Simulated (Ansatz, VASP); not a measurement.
**Ga3As3N2: VASP beside Ansatz**

```
CELL_PARAMETERS angstrom
4.01370 0.00000 0.00000
0.00000 5.67623 0.00000
0.00000 0.00000 22.88527
ATOMIC_POSITIONS crystal
Ga 0.50000 0.50000 0.17478
Ga 0.00000 0.06538 0.27327
Ga 0.50000 0.48946 0.32920
As 0.00000 0.25000 0.17478
As 0.50000 0.81022 0.25542
As 0.00000 0.28876 0.36640
N 0.50000 0.28876 0.51497
N 0.50000 0.28876 0.56304
```

Alike in both runs: task single point; functional PBE; dispersion D3(BJ); k mesh 7 × 5 × 1; occupations gaussian, width 0.05 eV; no spin polarisation.

|  | VASP | Ansatz |
| --- | --- | --- |
| version | VASP 6.6.1 | Ansatz 0.2.0 |
| potentials or method | VASP PAW PBE potentials, release 64 (Ga_d, As_d, N), cutoff 520 eV | scalar-relativistic, plane waves, PAW |
| valence electrons in the cell | 94 | 94 |

```tsv
	VASP	Ansatz	Ansatz less VASP
gap on the k mesh at the Fermi level (eV)	0.41	0.41	+0.003
least direct gap on the mesh (eV)	0.75	0.75	+0.003
rms of the force components (eV/Å)	0.694	0.331	-0.3628
```

One of these differences is far larger than is usual between the two programs; its cause wasn't traced.

Noted on VASP's run: the standard files for N, O and F lose accuracy on very short bonds.
